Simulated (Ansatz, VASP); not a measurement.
**AlNi: VASP beside Ansatz**

```
Al Ni
1.0
     1.97048   -1.98522    0.00000
     1.97048    1.98522    0.00000
     0.00000    0.00000    3.15025
Al Ni
1 1
Direct
  0.00000 0.00000 0.00000
  0.50000 0.50000 0.50000
```

Alike in both runs: task single point; functional LDA; k mesh 10 × 10 × 9; occupations fermi-dirac, width 0.05 eV; collinear spin.

```csv
,VASP,Ansatz
version,VASP 6.6.1,Ansatz 0.2.0
potentials or method,"VASP PAW LDA potentials, release 64 (Al, Ni), cutoff 520 eV","plane waves, PAW"
valence electrons in the cell,13,21
```

```tsv
	VASP	Ansatz	Ansatz less VASP
net moment per atom (μB)	0.00	0.00	0.000
```

LDA's correlation is that of Perdew and Zunger in VASP and of Perdew and Wang (1992) in Ansatz. VASP's potentials hold 13 valence electrons a cell and Ansatz's 21, so a difference there can come from the potentials and not from the codes. Ansatz's warnings: seeded moment not kept.
